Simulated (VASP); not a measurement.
# Ca (Fm-3m) in VASP: further runs

The runs below take Ca through single point, with LDA, PBE+D3(BJ), PBE.

Everything below comes from runs of VASP 6.6.1. Logs are shortened: lines on timing, memory, paths and dates and some standing lists are left out, and cuts for length are marked.

### 1 The cell of the first run

The structure is cubic, space group Fm-3m (No. 225). Conventional cell: a = 5.662 Å, b = 5.662 Å, c = 5.662 Å, α = 90.00°, β = 90.00°, γ = 90.00°. Within 5.3 Å of Ca (site symmetry m-3m) lie 12 Ca at 4.00 Å.

### 2 Single point, LDA (volume scaled by 1.04)

Input file INCAR:

```
PREC = Accurate
ENCUT = 520
EDIFF = 1E-6
ISMEAR = -1
SIGMA = 0.05
LREAL = False
LASPH = True
NELM = 80
ALGO = Fast
ISIF = 2
LWAVE = False
LCHARG = False
NBANDS = 11
```

Input file KPOINTS:

```
regular mesh
0
Gamma
  8 8 8
```

Input file POSCAR:

```
Ca
1.0
    0.0000000000      2.8309700062      2.8309700062
    2.8309700062      0.0000000000      2.8309700062
    2.8309700062      2.8309700062      0.0000000000
Ca
1
Direct
    0.0000000000      0.0000000000      0.0000000000
```

Potentials or basis: VASP PAW LDA potentials, release 64 (Ca_sv).

Run with:

```sh
$ cat potpaw_LDA.64/Ca_sv/POTCAR > POTCAR
$ mpirun -np 1 vasp_std > vasp.out
```

OUTCAR:

```text
PREC = Accurate
   ENCUT = 520
   EDIFF = 1E-6
   ISMEAR = -1
   LREAL = False
   LASPH = True
   NELM = 80
   ISIF = 2

 ion  position               nearest neighbor table
   1  0.000  0.000  0.000-

  LATTYP: Found a face centered cubic cell.
 ALAT       =     5.6619400124

  Lattice vectors:

 A1 = (   0.0000000000,   2.8309700062,   2.8309700062)
 A2 = (   2.8309700062,   0.0000000000,   2.8309700062)
 A3 = (   2.8309700062,   2.8309700062,   0.0000000000)

Analysis of symmetry for initial positions (statically):
=====================================================================
 Subroutine PRICEL returns:
 Original cell was already a primitive cell.

 Routine SETGRP: Setting up the symmetry group for a
 face centered cubic supercell.

 Subroutine GETGRP returns: Found 48 space group operations
 (whereof 48 operations were pure point group operations)
 out of a pool of 48 trial point group operations.

The static configuration has the point symmetry O_h .

Analysis of symmetry for dynamics (positions and initial velocities):
=====================================================================
 Subroutine PRICEL returns:
 Original cell was already a primitive cell.

 Routine SETGRP: Setting up the symmetry group for a
 face centered cubic supercell.

 Subroutine GETGRP returns: Found 48 space group operations
 (whereof 48 operations were pure point group operations)
 out of a pool of 48 trial point group operations.

The dynamic configuration has the point symmetry O_h .

 Subroutine INISYM returns: Found 48 space group operations
 (whereof 48 operations are pure point group operations),
 and found     1 'primitive' translations

----------------------------------------------------------------------------------------

                                     Primitive cell

  volume of cell :      45.3770

  direct lattice vectors                    reciprocal lattice vectors
     0.000000000  2.830970006  2.830970006    -0.176617908  0.176617908  0.176617908
     2.830970006  0.000000000  2.830970006     0.176617908 -0.176617908  0.176617908
     2.830970006  2.830970006  0.000000000     0.176617908  0.176617908 -0.176617908

  length of vectors
     4.003596177  4.003596177  4.003596177     0.305911190  0.305911190  0.305911190

  position of ions in fractional coordinates (direct lattice)
     0.000000000  0.000000000  0.000000000

  ion indices of the primitive-cell ions
   primitive index   ion index
                 1           1

----------------------------------------------------------------------------------------

 KPOINTS: regular mesh

Automatic generation of k-mesh.
 Grid dimensions read from file:
 generate k-points for:    8    8    8

 Generating k-lattice:

  Cartesian coordinates                     Fractional coordinates (reciprocal lattice)
    -0.022077238  0.022077238  0.022077238     0.125000000  0.000000000  0.000000000
     0.022077238 -0.022077238  0.022077238     0.000000000  0.125000000  0.000000000
     0.022077238  0.022077238 -0.022077238     0.000000000  0.000000000  0.125000000

  Length of vectors
     0.038238899  0.038238899  0.038238899

  Shift w.r.t. Gamma in fractional coordinates (k-lattice)
     0.000000000  0.000000000  0.000000000

 Subroutine IBZKPT returns following result:
 ===========================================

 Found     29 irreducible k-points:

 Following reciprocal coordinates:
            Coordinates               Weight
  0.000000  0.000000  0.000000      1.000000
  0.125000  0.000000  0.000000      8.000000
  0.250000  0.000000  0.000000      8.000000
  0.375000  0.000000  0.000000      8.000000
  0.500000  0.000000  0.000000      4.000000
  0.125000  0.125000  0.000000      6.000000
[... 16 lines left out ...]
  0.500000  0.250000  0.125000     48.000000
 -0.375000  0.250000  0.125000     24.000000
 [... further k-points ...]
   k-points           NKPTS =     29   k-points in BZ     NKDIM =     29   number of bands    NBANDS=     11
   number of dos      NEDOS =    301   number of ions     NIONS =      1
   total plane-waves  NPLWV =  27000
   dimension x,y,z NGX =    30 NGY =   30 NGZ =   30
   dimension x,y,z NGXF=    60 NGYF=   60 NGZF=   60
   ions per type =               1
   NGX,Y,Z   is equivalent  to a cutoff of  12.46, 12.46, 12.46 a.u.
   NGXF,Y,Z  is equivalent  to a cutoff of  24.91, 24.91, 24.91 a.u.
 SYSTEM =  unknown system
   PREC   = accura    normal or accurate (medium, high low for compatibility)
   ISTART =      0    job   : 0-new  1-cont  2-samecut
   ICHARG =      2    charge: 1-file 2-atom 10-const
   ISPIN  =      1    spin polarized calculation?
   LNONCOLLINEAR =      F non collinear calculations
   LSORBIT =      F    spin-orbit coupling
   LASPH  =      T    aspherical Exc in radial PAW
   ENCUT  =  520.0 eV  38.22 Ry    6.18 a.u.   7.44  7.44  7.44*2*pi/ulx,y,z
   NELM   =     80;   NELMIN=  2; NELMDL= -5     # of ELM steps
   EDIFF  = 0.1E-05   stopping-criterion for ELM
   LREAL  =      F    real-space projection
   EDIFFG = 0.1E-04   stopping-criterion for IOM
   NSW    =      0    number of steps for IOM
   IBRION =     -1    ionic relax: 0-MD 1-quasi-New 2-CG
   NFREE  =      0    steps in history (QN), initial steepest desc. (CG)
   ISIF   =      2    stress and relaxation
   ISYM   =      2    0-nonsym 1-usesym 2-fastsym
   POTIM  = 0.5000    time-step for ionic-motion
   TEBEG  =    0.0;   TEEND  =   0.0 temperature during run
   PSTRESS=    0.0 pullay stress
   NELECT =      10.0000    total number of electrons
   NUPDOWN=      -1.0000    fix difference up-down
   EMIN   =  10.00;   EMAX   =-10.00  energy-range for DOS
   EFERMI =   0.00;   METHOD = LEGACY
   ISMEAR =    -1;   SIGMA  =   0.05  broadening in eV -4-tet -1-fermi 0-gaus
   EFERMI_NEDOS =   21; number of points for ismear=-14 and -15
   IALGO  =     68    algorithm
   IMIX   =      4    mixing-type and parameters
     AMIX     =   0.40;   BMIX     =  1.00
     AMIX_MAG =   1.60;   BMIX_MAG =  1.00
  volume/ion in A,a.u.               =      45.38       306.22
  Fermi-wavevector in a.u.,A,eV,Ry     =   0.988848  1.868652 13.304055  0.977820
  Thomas-Fermi vector in A             =   2.120404
   LORBIT       =      0    0 simple, 1 ext, 2 COOP (PROOUT), +10 PAW based schemes
   GGA     = CA    functional components
   LHFCALC =     F    Hartree Fock is set to
   AEXX    =    0.0000 exact exchange contribution
   IVDW    =     0    specifies the selected vdW correction
   LEPSILON=     F    determine dielectric tensor
   LRPA    =     F    only Hartree local field effects (RPA)
 non-spin polarized calculation
 RMM-DIIS sequential band-by-band and
  energy-cutoff  :      520.00
  volume of cell :       45.38
 maximum number of plane-waves:      1243
 NGX is ok and might be reduce to    30
   NGX = 15   NGY = 15   NGZ = 15

 number of electron      10.0000001 magnetization

 Free energy of the ion-electron system (eV)
  ---------------------------------------------------
  ext. energy  EPLUGINS =         0.00000000
  ---------------------------------------------------
  free energy    TOTEN  =        -2.14632801 eV

  energy without entropy =       -2.13444795  energy(sigma->0) =       -2.14038798

 E-fermi :   1.4753     XC(G=0):  -7.7324

 val. band max:        1.4472720159   @ k =  -0.3750   0.2500   0.1250
 cond. band min:       1.5355802206   @ k =   0.5000   0.1250   0.0000
 fundamental gap:      0.0883082047
 Fermi energy:         1.4753335891

 k-point     1 :       0.0000    0.0000    0.0000
  band No.  band energies     occupation
      1     -40.2240      2.00000
      2     -21.4410      2.00000
      3     -21.4410      2.00000
      4     -21.4410      2.00000
      5      -2.3822      2.00000
      6       3.6217      0.00000
      7       3.6217      0.00000
      8       3.6217      0.00000
      9       4.5943      0.00000
     10       4.5943      0.00000
     11      10.4117      0.00000

 k-point     2 :       0.1250    0.0000    0.0000
  band No.  band energies     occupation
      1     -40.2225      2.00000
      2     -21.4573      2.00000
      3     -21.4433      2.00000
      4     -21.4433      2.00000
      5      -2.1311      2.00000
      6       3.3811      0.00000
      7       3.7054      0.00000
      8       3.7054      0.00000
      9       4.5324      0.00000
     10       4.5324      0.00000
     11      10.3357      0.00000

 k-point     3 :       0.2500    0.0000    0.0000
  band No.  band energies     occupation
      1     -40.2189      2.00000
      2     -21.4963      2.00000
      3     -21.4488      2.00000
      4     -21.4488      2.00000
      5      -1.4150      2.00000
      6       2.8081      0.00000
      7       3.7499      0.00000
      8       3.7499      0.00000
      9       4.6111      0.00000
     10       4.6111      0.00000
     11       8.3790      0.00000

 k-point     4 :       0.3750    0.0000    0.0000
  band No.  band energies     occupation
      1     -40.2153      2.00000
      2     -21.5350      2.00000
      3     -21.4542      2.00000
      4     -21.4542      2.00000
      5      -0.3647      2.00000
      6       2.0570      0.00002
      7       3.6063      0.00000
      8       3.6063      0.00000
      9       4.9965      0.00000
     10       4.9965      0.00000
     11       6.7877      0.00000
[... 239 lines left out ...]
 k-point    22 :       0.3750    0.2500    0.1250
  band No.  band energies     occupation
      1     -40.2162      2.00000
      2     -21.5060      2.00000
      3     -21.4690      2.00000
      4     -21.4557      2.00000
      5      -0.8097      2.00000
      6       2.6125      0.00000
      7       3.3168      0.00000
      8       4.1420      0.00000
      9       4.2534      0.00000
     10       5.0850      0.00000
     11       8.3651      0.00000

 k-point    23 :       0.5000    0.2500    0.1250
  band No.  band energies     occupation
      1     -40.2133      2.00000
      2     -21.5269      2.00000
      3     -21.4812      2.00000
      4     -21.4622      2.00000
      5       0.1918      2.00000
      6       2.1551      0.00000
      7       2.9440      0.00000
      8       3.9989      0.00000
      9       4.7667      0.00000
     10       5.4284      0.00000
     11       6.7707      0.00000

 k-point    24 :      -0.3750    0.2500    0.1250
  band No.  band energies     occupation
      1     -40.2120      2.00000
      2     -21.5359      2.00000
      3     -21.4850      2.00000
      4     -21.4657      2.00000
      5       1.1370      1.99770
      6       1.4473      1.27347
      7       2.8898      0.00000
      8       3.9103      0.00000
      9       5.0709      0.00000
     10       5.6099      0.00000
     11       5.9303      0.00000

 [... further k-points ...]
[... 5 lines left out ...]
  --------------------------------------------------------------------------------------
  -------------------------------------------------------------------------------------
  Total       -0.7277941     -0.7277941     -0.7277941     -0.0000000     -0.0000000      0.0000000
  in kB      -25.6970542    -25.6970542    -25.6970542     -0.0000000     -0.0000000      0.0000000
  external PRESSURE =     -25.6970542 kB  Pullay stress =       0.0000000 kB

 VOLUME and BASIS-vectors are now :
 -----------------------------------------------------------------------------
  energy-cutoff  :      520.00
  volume of cell :       45.38
      direct lattice vectors                 reciprocal lattice vectors
     0.000000000  2.830970006  2.830970006    -0.176617908  0.176617908  0.176617908
     2.830970006  0.000000000  2.830970006     0.176617908 -0.176617908  0.176617908
     2.830970006  2.830970006  0.000000000     0.176617908  0.176617908 -0.176617908

 POSITION                                       TOTAL-FORCE (eV/Angst)
 -----------------------------------------------------------------------------------
      0.00000      0.00000      0.00000        -0.000000     -0.000000      0.000000
 -----------------------------------------------------------------------------------
    total drift:                               -0.000000     -0.000000      0.000000

  FREE ENERGIE OF THE ION-ELECTRON SYSTEM (eV)
  ---------------------------------------------------
  free  energy   TOTEN  =        -2.1463280116 eV

  energy  without entropy=       -2.1344479490  energy(sigma->0) =       -2.14038798
```

It took 21 s on 1 thread of Intel Xeon 8259CL, shared host; peak memory 0.15 GiB.

Results:

```
Free energy            : -2.1463 eV
Pressure               : -2.6 GPa
Band gap on the k mesh : zero (band 5 reaches 1.73 eV, above the bottom of band 6 at 1.36 eV)
```

### 3 Single point, LDA (volume scaled by 1.06)

Input file INCAR:

```
  ALGO = Normal
  EDIFF = 1E-7
  ENCUT = 520
  ISIF = 2
  ISMEAR = -1
  LASPH = T
  LCHARG = F
  LREAL = F
  LWAVE = F
  NBANDS = 11
  NELM = 80
  PREC = Accurate
  SIGMA = 0.05
```

Input file KPOINTS:

```
k-points
0
Gamma
  8 8 8
```

Input file POSCAR:

```
Ca
1.0
    0.0000000000      2.8490021484      2.8490021484
    2.8490021484      0.0000000000      2.8490021484
    2.8490021484      2.8490021484      0.0000000000
Ca
1
Direct
    0.0000000000      0.0000000000      0.0000000000
```

Potentials or basis: VASP PAW LDA potentials, release 64 (Ca_sv).

Run with:

```sh
$ cat potpaw_LDA.64/Ca_sv/POTCAR > POTCAR
$ mpirun -np 1 vasp_std > vasp.out
```

Run time: 20 s. Hardware: 1 thread of Intel Xeon 8259CL, shared host; peak memory 0.15 GiB.

Results (log left out):

```
Free energy            : -2.1319 eV
Pressure               : -2.8 GPa
Band gap on the k mesh : zero (band 5 reaches 1.67 eV, above the bottom of band 6 at 1.28 eV)
```

Levels at points of the mesh, in eV from the Fermi level:
| k point | band 2 | band 3 | band 4 | band 5 | band 6 | band 7 | band 8 | band 9 |
| --- | --- | --- | --- | --- | --- | --- | --- | --- |
| (0.00, 0.00, 0.00) | -22.96 | -22.96 | -22.96 | -3.82 | 2.12 | 2.12 | 2.12 | 3.07 |
| (0.50, 0.00, 0.00) | -23.07 | -22.98 | -22.98 | -0.97 | -0.12 | 2.03 | 2.03 | 3.68 |
| (0.50, 0.50, 0.00) | -23.06 | -23.00 | -23.00 | -0.37 | 0.57 | 0.89 | 3.68 | 3.84 |

(Continued in part 2 of 2.)
